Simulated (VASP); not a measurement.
# Os (P6_3/mmc) in VASP: notebook

Aim: see how the results for Os move with the level of theory and the settings. Levels: PBE+D4, PBEsol+D3(BJ), RPBE. Tasks: single point.

All numbers are computed with VASP 6.6.1; they aren't measurements. Logs are shortened: lines on timing, memory, paths and dates and some standing lists are left out, and cuts for length are marked.

**1. The cell of the first run**

Symmetry: P6_3/mmc, No. 194, hexagonal system. The conventional cell has a = 2.734 Å, b = 2.734 Å, c = 4.320 Å, α = 90.00°, β = 90.00°, γ = 120.00°. Within 3.5 Å of Os (site symmetry -6m2) lie 12 Os at 2.68 to 2.73 Å.

**2. Single point, PBE+D4**

INCAR reads:

```
PREC     = Accurate       # precision mode
ENCUT    = 520            # plane-wave cutoff, eV
EDIFF    = 1E-7           # SCF threshold, eV
ISMEAR   = -1             # smearing method
SIGMA    = 0.05           # smearing width, eV
LREAL    = False          # projectors in reciprocal space
LASPH    = True           # aspherical terms in the spheres
NELM     = 60             # most SCF steps
ALGO     = Normal         # electronic algorithm
ISIF     = 2              # what is computed and relaxed
LWAVE    = False          # write WAVECAR
LCHARG   = False          # write CHGCAR
GGA      = PE             # functional
IVDW     = 13             # dispersion correction
NBANDS   = 15             # bands
```

KPOINTS reads:

```
Automatic mesh
0
Gamma
  11 11 6
```

POSCAR reads:

```
Os
1.0
    2.7341000000      0.0000000000      0.0000000000
   -1.3670500000      2.3678000565      0.0000000000
    0.0000000000      0.0000000000      4.3197000000
Os
2
Direct
    0.6666666667      0.3333333333      0.7500000000
    0.3333333333      0.6666666667      0.2500000000
```

Potentials or basis: VASP PAW PBE potentials, release 64 (Os).

On the command line:

```sh
$ cat potpaw_PBE.64/Os/POTCAR > POTCAR
$ mpirun -np 1 vasp_std > vasp.out
```

OUTCAR:

```text
PREC = Accurate
   ENCUT = 520
   EDIFF = 1E-7
   ISMEAR = -1
   LREAL = False
   LASPH = True
   NELM = 60
   ISIF = 2
   GGA = PE
   IVDW = 13

 ion  position               nearest neighbor table
   1  0.667  0.333  0.750-   2 2.68   2 2.68   2 2.68   2 2.68   2 2.68   2 2.68
   2  0.333  0.667  0.250-   1 2.68   1 2.68   1 2.68   1 2.68   1 2.68   1 2.68

  LATTYP: Found a hexagonal cell.
 ALAT       =     2.7341000000
 C/A-ratio  =     1.5799348963

  Lattice vectors:

 A1 = (   2.7341000000,   0.0000000000,   0.0000000000)
 A2 = (  -1.3670500000,   2.3678000565,   0.0000000000)
 A3 = (   0.0000000000,   0.0000000000,   4.3197000000)

Analysis of symmetry for initial positions (statically):
=====================================================================
 Subroutine PRICEL returns:
 Original cell was already a primitive cell.

 Routine SETGRP: Setting up the symmetry group for a
 hexagonal supercell.

 Subroutine GETGRP returns: Found 24 space group operations
 (whereof 12 operations were pure point group operations)
 out of a pool of 24 trial point group operations.

The static configuration has the point symmetry D_3d.
 The point group associated with its full space group is D_6h.

Analysis of symmetry for dynamics (positions and initial velocities):
=====================================================================
 Subroutine PRICEL returns:
 Original cell was already a primitive cell.

 Routine SETGRP: Setting up the symmetry group for a
 hexagonal supercell.

 Subroutine GETGRP returns: Found 24 space group operations
 (whereof 12 operations were pure point group operations)
 out of a pool of 24 trial point group operations.

The dynamic configuration has the point symmetry D_3d.
 The point group associated with its full space group is D_6h.

 Subroutine INISYM returns: Found 24 space group operations
 (whereof 12 operations are pure point group operations),
 and found     1 'primitive' translations

----------------------------------------------------------------------------------------

                                     Primitive cell

  volume of cell :      27.9649

  direct lattice vectors                    reciprocal lattice vectors
     2.734100000  0.000000000  0.000000000     0.365751070  0.211166479  0.000000000
    -1.367050000  2.367800057  0.000000000     0.000000000  0.422332957  0.000000000
     0.000000000  0.000000000  4.319700000     0.000000000  0.000000000  0.231497558

  length of vectors
     2.734100000  2.734100000  4.319700000     0.422332957  0.422332957  0.231497558

  position of ions in fractional coordinates (direct lattice)
     0.666666667  0.333333333  0.750000000
     0.333333333  0.666666667  0.250000000

  ion indices of the primitive-cell ions
   primitive index   ion index
                 1           1
                 2           2

----------------------------------------------------------------------------------------

 KPOINTS: Automatic mesh

Automatic generation of k-mesh.
 Grid dimensions read from file:
 generate k-points for:   11   11    6

 Generating k-lattice:

  Cartesian coordinates                     Fractional coordinates (reciprocal lattice)
     0.033250097  0.019196953  0.000000000     0.090909091 -0.000000000  0.000000000
     0.000000000  0.038393905  0.000000000     0.000000000  0.090909091  0.000000000
     0.000000000  0.000000000  0.038582926     0.000000000  0.000000000  0.166666667

  Length of vectors
     0.038393905  0.038393905  0.038582926

  Shift w.r.t. Gamma in fractional coordinates (k-lattice)
     0.000000000  0.000000000  0.000000000

 Subroutine IBZKPT returns following result:
 ===========================================

 Found     64 irreducible k-points:

 Following reciprocal coordinates:
            Coordinates               Weight
  0.000000  0.000000  0.000000      1.000000
  0.090909  0.000000  0.000000      6.000000
  0.181818  0.000000  0.000000      6.000000
  0.272727 -0.000000  0.000000      6.000000
  0.363636 -0.000000  0.000000      6.000000
  0.454545  0.000000  0.000000      6.000000
[... 16 lines left out ...]
  0.090909  0.090909  0.166667     12.000000
  0.181818  0.090909  0.166667     24.000000
 [... further k-points ...]
   k-points           NKPTS =     64   k-points in BZ     NKDIM =     64   number of bands    NBANDS=     15
   number of dos      NEDOS =    301   number of ions     NIONS =      2
   total plane-waves  NPLWV =  12800
   dimension x,y,z NGX =    20 NGY =   20 NGZ =   32
   dimension x,y,z NGXF=    40 NGYF=   40 NGZF=   64
   ions per type =               2
   NGX,Y,Z   is equivalent  to a cutoff of  12.16, 12.16, 12.32 a.u.
   NGXF,Y,Z  is equivalent  to a cutoff of  24.32, 24.32, 24.63 a.u.
 SYSTEM =  unknown system
   PREC   = accura    normal or accurate (medium, high low for compatibility)
   ISTART =      0    job   : 0-new  1-cont  2-samecut
   ICHARG =      2    charge: 1-file 2-atom 10-const
   ISPIN  =      1    spin polarized calculation?
   LNONCOLLINEAR =      F non collinear calculations
   LSORBIT =      F    spin-orbit coupling
   LASPH  =      T    aspherical Exc in radial PAW
   ENCUT  =  520.0 eV  38.22 Ry    6.18 a.u.   5.08  5.08  8.03*2*pi/ulx,y,z
   NELM   =     60;   NELMIN=  2; NELMDL= -5     # of ELM steps
   EDIFF  = 0.1E-06   stopping-criterion for ELM
   LREAL  =      F    real-space projection
   EDIFFG = 0.1E-05   stopping-criterion for IOM
   NSW    =      0    number of steps for IOM
   IBRION =     -1    ionic relax: 0-MD 1-quasi-New 2-CG
   NFREE  =      0    steps in history (QN), initial steepest desc. (CG)
   ISIF   =      2    stress and relaxation
   ISYM   =      2    0-nonsym 1-usesym 2-fastsym
   POTIM  = 0.5000    time-step for ionic-motion
   TEBEG  =    0.0;   TEEND  =   0.0 temperature during run
   PSTRESS=    0.0 pullay stress
   NELECT =      16.0000    total number of electrons
   NUPDOWN=      -1.0000    fix difference up-down
   EMIN   =  10.00;   EMAX   =-10.00  energy-range for DOS
   EFERMI =   0.00;   METHOD = LEGACY
   ISMEAR =    -1;   SIGMA  =   0.05  broadening in eV -4-tet -1-fermi 0-gaus
   EFERMI_NEDOS =   21; number of points for ismear=-14 and -15
   IALGO  =     38    algorithm
   IMIX   =      4    mixing-type and parameters
     AMIX     =   0.40;   BMIX     =  1.00
     AMIX_MAG =   1.60;   BMIX_MAG =  1.00
  volume/ion in A,a.u.               =      13.98        94.36
  Fermi-wavevector in a.u.,A,eV,Ry     =   1.359076  2.568282 25.131161  1.847088
  Thomas-Fermi vector in A             =   2.485855
   LORBIT       =      0    0 simple, 1 ext, 2 COOP (PROOUT), +10 PAW based schemes
   GGA     = PE    functional components
   LHFCALC =     F    Hartree Fock is set to
   AEXX    =    0.0000 exact exchange contribution
   IVDW    =    13    specifies the selected vdW correction
   LEPSILON=     F    determine dielectric tensor
   LRPA    =     F    only Hartree local field effects (RPA)
 non-spin polarized calculation
  energy-cutoff  :      520.00
  volume of cell :       27.96
 maximum number of plane-waves:       768
   NGX = 11   NGY = 11   NGZ = 17

 number of electron      15.9999998 magnetization

 Free energy of the ion-electron system (eV)
  ---------------------------------------------------
  ext. energy  EPLUGINS =         0.00000000
  ---------------------------------------------------
  free energy    TOTEN  =       -22.47353034 eV

  energy without entropy =      -22.46034775  energy(sigma->0) =      -22.46693905

 E-fermi :   9.4307     XC(G=0): -14.0602

 val. band max:        9.4075299628   @ k =   0.0909   0.0000   0.3333
 cond. band min:       9.4911859151   @ k =   0.3636   0.0909   0.3333
 fundamental gap:      0.0836559523
 Fermi energy:         9.4306645006

 k-point     1 :       0.0000    0.0000    0.0000
  band No.  band energies     occupation
      1      -1.4737      2.00000
      2       1.6783      2.00000
      3       6.4207      2.00000
      4       6.4207      2.00000
      5       6.6716      2.00000
      6       7.2635      2.00000
      7       7.2635      2.00000
      8       7.9118      2.00000
      9       7.9118      2.00000
     10       9.4980      0.41314
     11      11.1650      0.00000
     12      11.1650      0.00000
     13      18.5541      0.00000
     14      23.5104      0.00000
     15      26.2264      0.00000

 k-point     2 :       0.0909    0.0000    0.0000
  band No.  band energies     occupation
      1      -1.1413      2.00000
      2       1.9704      2.00000
      3       5.8666      2.00000
      4       6.7150      2.00000
      5       7.0310      2.00000
      6       7.1879      2.00000
      7       7.4356      2.00000
      8       7.5380      2.00000
      9       7.6817      2.00000
     10       8.4362      2.00000
     11      11.3230      0.00000
     12      12.7935      0.00000
     13      18.5228      0.00000
     14      24.1855      0.00000
     15      26.6479      0.00000

 k-point     3 :       0.1818    0.0000    0.0000
  band No.  band energies     occupation
      1      -0.2229      2.00000
      2       2.6541      2.00000
      3       5.2205      2.00000
      4       5.9636      2.00000
      5       6.6136      2.00000
      6       7.1631      2.00000
      7       7.5663      2.00000
      8       7.8376      2.00000
      9       7.9278      2.00000
     10       8.3254      2.00000
     11      11.6440      0.00000
     12      15.1822      0.00000
     13      18.3400      0.00000
     14      25.2468      0.00000
     15      26.8631      0.00000
[... 343 lines left out ...]
 k-point    23 :       0.0909    0.0909    0.1667
  band No.  band energies     occupation
      1      -0.2032      2.00000
      2       2.5676      2.00000
      3       5.3648      2.00000
      4       5.7468      2.00000
      5       6.5260      2.00000
      6       6.8812      2.00000
      7       7.3487      2.00000
      8       7.7004      2.00000
      9       8.4095      2.00000
     10       8.4776      2.00000
     11      11.4442      0.00000
     12      13.4924      0.00000
     13      20.0347      0.00000
     14      24.7549      0.00000
     15      26.8640      0.00000

 k-point    24 :       0.1818    0.0909    0.1667
  band No.  band energies     occupation
      1       0.8327      2.00000
      2       3.2860      2.00000
      3       4.6952      2.00000
      4       4.9180      2.00000
      5       6.1724      2.00000
      6       6.7903      2.00000
      7       7.3676      2.00000
      8       8.3203      2.00000
      9       8.9310      1.99991
     10       9.3100      1.83573
     11      11.6040      0.00000
     12      15.0223      0.00000
     13      20.0226      0.00000
     14      24.6021      0.00000
     15      25.6920      0.00000

 [... further k-points ...]

------------------------ aborting loop because EDIFF is reached ----------------------------------------

  DFT-D4 for vdW energy calculation

  Edisp (eV):   -1.40211

  FORCE on cell =-STRESS in cart. coord.  units (eV):
  Direction    XX          YY          ZZ          XY          YZ          ZX
  --------------------------------------------------------------------------------------
  -------------------------------------------------------------------------------------
  Total       0.23451     0.23451     0.27774     0.00000    -0.00000     0.00000
  in kB      13.43555    13.43555    15.91263     0.00000    -0.00000     0.00000
  external pressure =       14.26 kB  Pullay stress =        0.00 kB

 VOLUME and BASIS-vectors are now :
 -----------------------------------------------------------------------------
  energy-cutoff  :      520.00
  volume of cell :       27.96
      direct lattice vectors                 reciprocal lattice vectors
     2.734100000  0.000000000  0.000000000     0.365751070  0.211166479  0.000000000
    -1.367050000  2.367800057  0.000000000     0.000000000  0.422332957  0.000000000
     0.000000000  0.000000000  4.319700000     0.000000000  0.000000000  0.231497558

 POSITION                                       TOTAL-FORCE (eV/Angst)
 -----------------------------------------------------------------------------------
      1.36705      0.78927      3.23977        -0.000000      0.000000      0.000000
     -0.00000      1.57853      1.07993         0.000000     -0.000000      0.000000
 -----------------------------------------------------------------------------------
    total drift:                               -0.000000      0.000000     -0.000000

  FREE ENERGIE OF THE ION-ELECTRON SYSTEM (eV)
  ---------------------------------------------------
  free  energy   TOTEN  =       -23.8756423486 eV

  energy  without entropy=      -23.8624597635  energy(sigma->0) =      -23.86905106
```

Run time: 22 s. Hardware: 1 thread of Intel Xeon 8259CL, shared host; peak memory 0.15 GiB.

What came out:

- Free energy: -23.8756 eV
- Pressure: 1.4 GPa
- Band gap on the k mesh: zero (bands 8 and 9 overlap by 3.89 eV)
- Dispersion energy per atom: -0.701 eV

Caveat: spin-orbit coupling is left out, which moves the levels of the heavy elements.

[end of part 1 of 2]
